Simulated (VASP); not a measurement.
# RbCl (Fm-3m) in VASP: single point with PBE

Aim: the single point of RbCl with PBE.

Program: VASP 6.6.1. These are calculated values, not measurements. Logs are shortened: lines on timing, memory, paths and dates and some standing lists are left out, and cuts for length are marked.

## 1. The cell of the first run

Symmetry: Fm-3m, No. 225, cubic system. Conventional cell: a = 6.612 Å, b = 6.612 Å, c = 6.612 Å, α = 90.00°, β = 90.00°, γ = 90.00°. Rb (site symmetry m-3m) has 6 Cl at 3.31 Å within 4.3 Å. Within 4.3 Å of Cl (site symmetry m-3m) lie 6 Rb at 3.31 Å.

## 2. Single point, PBE

The input, INCAR:

```
SYSTEM = RbCl
ALGO = Normal
EDIFF = 1E-6
ENCUT = 500
GGA = PE
GGA_COMPAT = .FALSE.
ISIF = 2
ISMEAR = 0
LASPH = .TRUE.
LCHARG = .TRUE.
LELF = .TRUE.
LREAL = .FALSE.
LVHAR = .TRUE.
LWAVE = .FALSE.
NBANDS = 15
NELM = 120
PREC = Accurate
SIGMA = 0.01
```

The input, KPOINTS:

```
k-points
0
G
  4 4 4
  0 0 0
```

The input, POSCAR:

```
RbCl
1.0
    0.0000000000      3.3058128186      3.3058128186
    3.3058128186      0.0000000000      3.3058128186
    3.3058128186      3.3058128186      0.0000000000
Rb Cl
1 1
Direct
    0.0000000000      0.0000000000      0.0000000000
    0.5000000000      0.5000000000      0.5000000000
```

Potentials or basis: VASP PAW PBE potentials, release 64 (Rb_sv, Cl).

Run with:

```sh
> cat potpaw_PBE.64/Rb_sv/POTCAR potpaw_PBE.64/Cl/POTCAR > POTCAR
> mpirun -np 1 vasp_std > vasp.out
```

OUTCAR:

```text
SYSTEM = RbCl
   EDIFF = 1E-6
   ENCUT = 500
   GGA = PE
   ISIF = 2
   ISMEAR = 0
   LASPH = .TRUE.
   LREAL = .FALSE.
   NELM = 120
   PREC = Accurate

 ion  position               nearest neighbor table
   1  0.000  0.000  0.000-   2 3.31   2 3.31   2 3.31   2 3.31   2 3.31   2 3.31
   2  0.500  0.500  0.500-   1 3.31   1 3.31   1 3.31   1 3.31   1 3.31   1 3.31

  LATTYP: Found a face centered cubic cell.
 ALAT       =     6.6116256372

  Lattice vectors:

 A1 = (   0.0000000000,   3.3058128186,   3.3058128186)
 A2 = (   3.3058128186,   0.0000000000,   3.3058128186)
 A3 = (   3.3058128186,   3.3058128186,   0.0000000000)

Analysis of symmetry for initial positions (statically):
=====================================================================
 Subroutine PRICEL returns:
 Original cell was already a primitive cell.

 Routine SETGRP: Setting up the symmetry group for a
 face centered cubic supercell.

 Subroutine GETGRP returns: Found 48 space group operations
 (whereof 48 operations were pure point group operations)
 out of a pool of 48 trial point group operations.

The static configuration has the point symmetry O_h .

Analysis of symmetry for dynamics (positions and initial velocities):
=====================================================================
 Subroutine PRICEL returns:
 Original cell was already a primitive cell.

 Routine SETGRP: Setting up the symmetry group for a
 face centered cubic supercell.

 Subroutine GETGRP returns: Found 48 space group operations
 (whereof 48 operations were pure point group operations)
 out of a pool of 48 trial point group operations.

The dynamic configuration has the point symmetry O_h .

 Subroutine INISYM returns: Found 48 space group operations
 (whereof 48 operations are pure point group operations),
 and found     1 'primitive' translations

----------------------------------------------------------------------------------------

                                     Primitive cell

  volume of cell :      72.2545

  direct lattice vectors                    reciprocal lattice vectors
     0.000000000  3.305812819  3.305812819    -0.151248733  0.151248733  0.151248733
     3.305812819  0.000000000  3.305812819     0.151248733 -0.151248733  0.151248733
     3.305812819  3.305812819  0.000000000     0.151248733  0.151248733 -0.151248733

  length of vectors
     4.675125323  4.675125323  4.675125323     0.261970490  0.261970490  0.261970490

  position of ions in fractional coordinates (direct lattice)
     0.000000000  0.000000000  0.000000000
     0.500000000  0.500000000  0.500000000

  ion indices of the primitive-cell ions
   primitive index   ion index
                 1           1
                 2           2

----------------------------------------------------------------------------------------

 KPOINTS: k-points

Automatic generation of k-mesh.
 Grid dimensions read from file:
 generate k-points for:    4    4    4

 Generating k-lattice:

  Cartesian coordinates                     Fractional coordinates (reciprocal lattice)
    -0.037812183  0.037812183  0.037812183     0.250000000  0.000000000  0.000000000
     0.037812183 -0.037812183  0.037812183     0.000000000  0.250000000  0.000000000
     0.037812183  0.037812183 -0.037812183     0.000000000  0.000000000  0.250000000

  Length of vectors
     0.065492622  0.065492622  0.065492622

  Shift w.r.t. Gamma in fractional coordinates (k-lattice)
     0.000000000  0.000000000  0.000000000

 Subroutine IBZKPT returns following result:
 ===========================================

 Found      8 irreducible k-points:

 Following reciprocal coordinates:
            Coordinates               Weight
  0.000000  0.000000  0.000000      1.000000
  0.250000  0.000000  0.000000      8.000000
  0.500000  0.000000  0.000000      4.000000
  0.250000  0.250000  0.000000      6.000000
  0.500000  0.250000  0.000000     24.000000
 -0.250000  0.250000  0.000000     12.000000
  0.500000  0.500000  0.000000      3.000000
 -0.250000  0.500000  0.250000      6.000000
   k-points           NKPTS =      8   k-points in BZ     NKDIM =      8   number of bands    NBANDS=     15
   number of dos      NEDOS =    301   number of ions     NIONS =      2
   total plane-waves  NPLWV =  46656
   dimension x,y,z NGX =    36 NGY =   36 NGZ =   36
   dimension x,y,z NGXF=    72 NGYF=   72 NGZF=   72
   ions per type =               1   1
   NGX,Y,Z   is equivalent  to a cutoff of  12.80, 12.80, 12.80 a.u.
   NGXF,Y,Z  is equivalent  to a cutoff of  25.60, 25.60, 25.60 a.u.
 SYSTEM =  RbCl
   PREC   = accura    normal or accurate (medium, high low for compatibility)
   ISTART =      0    job   : 0-new  1-cont  2-samecut
   ICHARG =      2    charge: 1-file 2-atom 10-const
   ISPIN  =      1    spin polarized calculation?
   LNONCOLLINEAR =      F non collinear calculations
   LSORBIT =      F    spin-orbit coupling
   LASPH  =      T    aspherical Exc in radial PAW
   ENCUT  =  500.0 eV  36.75 Ry    6.06 a.u.   8.52  8.52  8.52*2*pi/ulx,y,z
   NELM   =    120;   NELMIN=  2; NELMDL= -5     # of ELM steps
   EDIFF  = 0.1E-05   stopping-criterion for ELM
   LREAL  =      F    real-space projection
   EDIFFG = 0.1E-04   stopping-criterion for IOM
   NSW    =      0    number of steps for IOM
   IBRION =     -1    ionic relax: 0-MD 1-quasi-New 2-CG
   NFREE  =      0    steps in history (QN), initial steepest desc. (CG)
   ISIF   =      2    stress and relaxation
   ISYM   =      2    0-nonsym 1-usesym 2-fastsym
   POTIM  = 0.5000    time-step for ionic-motion
   TEBEG  =    0.0;   TEEND  =   0.0 temperature during run
   PSTRESS=    0.0 pullay stress
   NELECT =      16.0000    total number of electrons
   NUPDOWN=      -1.0000    fix difference up-down
   EMIN   =  10.00;   EMAX   =-10.00  energy-range for DOS
   EFERMI =   0.00;   METHOD = LEGACY
   ISMEAR =     0;   SIGMA  =   0.01  broadening in eV -4-tet -1-fermi 0-gaus
   EFERMI_NEDOS =   21; number of points for ismear=-14 and -15
   IALGO  =     38    algorithm
   IMIX   =      4    mixing-type and parameters
     AMIX     =   0.40;   BMIX     =  1.00
     AMIX_MAG =   1.60;   BMIX_MAG =  1.00
  volume/ion in A,a.u.               =      36.13       243.80
  Fermi-wavevector in a.u.,A,eV,Ry     =   0.990436  1.871653 13.346827  0.980964
  Thomas-Fermi vector in A             =   2.122107
   LORBIT       =      0    0 simple, 1 ext, 2 COOP (PROOUT), +10 PAW based schemes
   GGA     = PE    functional components
   LHFCALC =     F    Hartree Fock is set to
   AEXX    =    0.0000 exact exchange contribution
   IVDW    =     0    specifies the selected vdW correction
   LEPSILON=     F    determine dielectric tensor
   LRPA    =     F    only Hartree local field effects (RPA)
 non-spin polarized calculation
 Gauss-broadening in eV      SIGMA  =   0.01
  energy-cutoff  :      500.00
  volume of cell :       72.25
 maximum number of plane-waves:      1856
 NGX is ok and might be reduce to    36
   NGX = 17   NGY = 17   NGZ = 17

 number of electron      16.0000002 magnetization

 Free energy of the ion-electron system (eV)
  ---------------------------------------------------
  ext. energy  EPLUGINS =         0.00000000
  ---------------------------------------------------
  free energy    TOTEN  =        -6.66978387 eV

  energy without entropy =       -6.66978387  energy(sigma->0) =       -6.66978387

 E-fermi :  -1.8461     XC(G=0):  -7.2964

 val. band max:       -1.9289067732   @ k =   0.0000   0.0000   0.0000
 cond. band min:       3.0247620804   @ k =   0.0000   0.0000   0.0000
 fundamental gap:      4.9536688537
 Fermi energy:        -1.8461032927

 k-point     1 :       0.0000    0.0000    0.0000
  band No.  band energies     occupation
      1     -25.8846      2.00000
      2     -13.9148      2.00000
      3      -9.9335      2.00000
      4      -9.9335      2.00000
      5      -9.9335      2.00000
      6      -1.9289      2.00000
      7      -1.9289      2.00000
      8      -1.9289      2.00000
      9       3.0248      0.00000
     10       6.0553      0.00000
     11       6.0553      0.00000
     12       6.0553      0.00000
     13       7.0297      0.00000
     14       7.0297      0.00000
     15      10.1355      0.00000

 k-point     2 :       0.2500    0.0000    0.0000
  band No.  band energies     occupation
      1     -25.8772      2.00000
      2     -13.9440      2.00000
      3      -9.9396      2.00000
      4      -9.9396      2.00000
      5      -9.9217      2.00000
      6      -2.3966      2.00000
      7      -2.0981      2.00000
      8      -2.0981      2.00000
      9       4.2711      0.00000
     10       5.8253      0.00000
     11       6.8028      0.00000
     12       6.8028      0.00000
     13       7.8809      0.00000
     14       7.8809      0.00000
     15      11.6609      0.00000

 k-point     3 :       0.5000    0.0000    0.0000
  band No.  band energies     occupation
      1     -25.8697      2.00000
      2     -13.9728      2.00000
      3      -9.9455      2.00000
      4      -9.9455      2.00000
      5      -9.9105      2.00000
      6      -2.7705      2.00000
      7      -2.2557      2.00000
      8      -2.2557      2.00000
      9       5.7741      0.00000
     10       5.9943      0.00000
     11       8.1717      0.00000
     12       8.1717      0.00000
     13       9.3872      0.00000
     14       9.3872      0.00000
     15       9.9938      0.00000

 k-point     4 :       0.2500    0.2500    0.0000
  band No.  band energies     occupation
      1     -25.8749      2.00000
      2     -13.9233      2.00000
      3      -9.9811      2.00000
      4      -9.9811      2.00000
      5      -9.9476      2.00000
      6      -2.4438      2.00000
      7      -1.9974      2.00000
      8      -1.9974      2.00000
      9       4.3760      0.00000
     10       4.9624      0.00000
     11       7.5011      0.00000
     12       7.5451      0.00000
     13       7.5451      0.00000
     14       8.3505      0.00000
     15      11.2186      0.00000

 k-point     5 :       0.5000    0.2500    0.0000
  band No.  band energies     occupation
      1     -25.8677      2.00000
      2     -13.9212      2.00000
      3     -10.0577      2.00000
      4      -9.9878      2.00000
      5      -9.9760      2.00000
      6      -2.4574      2.00000
      7      -2.2093      2.00000
      8      -2.1441      2.00000
      9       5.1540      0.00000
     10       5.9537      0.00000
     11       7.8397      0.00000
     12       8.2599      0.00000
     13       8.4945      0.00000
     14       9.0385      0.00000
     15       9.7124      0.00000

 k-point     6 :      -0.2500    0.2500    0.0000
  band No.  band energies     occupation
      1     -25.8699      2.00000
      2     -13.9421      2.00000
      3     -10.0422      2.00000
      4      -9.9464      2.00000
      5      -9.9229      2.00000
      6      -2.5886      2.00000
      7      -2.2394      2.00000
      8      -2.1043      2.00000
      9       5.3820      0.00000
     10       5.8173      0.00000
     11       7.4828      0.00000
     12       7.5831      0.00000
     13       8.4116      0.00000
     14       9.3773      0.00000
     15       9.8378      0.00000

 k-point     7 :       0.5000    0.5000    0.0000
  band No.  band energies     occupation
      1     -25.8656      2.00000
      2     -13.8679      2.00000
      3     -10.1773      2.00000
      4     -10.0292      2.00000
      5     -10.0292      2.00000
      6      -2.2510      2.00000
      7      -2.0317      2.00000
      8      -2.0317      2.00000
      9       4.2883      0.00000
     10       6.0744      0.00000
     11       7.7066      0.00000
     12       8.1114      0.00000
     13       8.3997      0.00000
     14       9.7295      0.00000
     15       9.7295      0.00000

 k-point     8 :      -0.2500    0.5000    0.2500
  band No.  band energies     occupation
      1     -25.8654      2.00000
      2     -13.8989      2.00000
      3     -10.1035      2.00000
      4     -10.1035      2.00000
      5      -9.9232      2.00000
      6      -2.3579      2.00000
      7      -2.1678      2.00000
      8      -2.1678      2.00000
      9       5.7239      0.00000
     10       5.7239      0.00000
     11       7.3559      0.00000
     12       7.3686      0.00000
     13       9.5207      0.00000
     14       9.7716      0.00000
     15      10.2863      0.00000

------------------------ aborting loop because EDIFF is reached ----------------------------------------

  FORCE on cell =-STRESS in cart. coord.  units (eV):
  Direction    XX          YY          ZZ          XY          YZ          ZX
  --------------------------------------------------------------------------------------
  -------------------------------------------------------------------------------------
  Total        0.2769530      0.2769530      0.2769530     -0.0000000     -0.0000000      0.0000000
  in kB        6.1411814      6.1411814      6.1411814     -0.0000000     -0.0000000      0.0000000
  external PRESSURE =       6.1411814 kB  Pullay stress =       0.0000000 kB

 VOLUME and BASIS-vectors are now :
 -----------------------------------------------------------------------------
  energy-cutoff  :      500.00
  volume of cell :       72.25
      direct lattice vectors                 reciprocal lattice vectors
     0.000000000  3.305812819  3.305812819    -0.151248733  0.151248733  0.151248733
     3.305812819  0.000000000  3.305812819     0.151248733 -0.151248733  0.151248733
     3.305812819  3.305812819  0.000000000     0.151248733  0.151248733 -0.151248733

 POSITION                                       TOTAL-FORCE (eV/Angst)
 -----------------------------------------------------------------------------------
      0.00000      0.00000      0.00000         0.000000     -0.000000      0.000000
      3.30581      3.30581      3.30581        -0.000000      0.000000     -0.000000
 -----------------------------------------------------------------------------------
    total drift:                                0.000000      0.000000      0.000000

  FREE ENERGIE OF THE ION-ELECTRON SYSTEM (eV)
  ---------------------------------------------------
  free  energy   TOTEN  =        -6.6697838721 eV

  energy  without entropy=       -6.6697838721  energy(sigma->0) =       -6.66978387
```

It took 15 s on 1 thread of AMD EPYC 7R13 (Zen 3), shared host; peak memory 0.17 GiB.

What came out:

```yaml
Free_energy: -6.6698 eV
Pressure: 0.6 GPa
Band_gap_on_the_k_mesh: 4.95 eV, direct
```

Expect the measured gap to be larger: semilocal functionals such as PBE lack the derivative discontinuity.
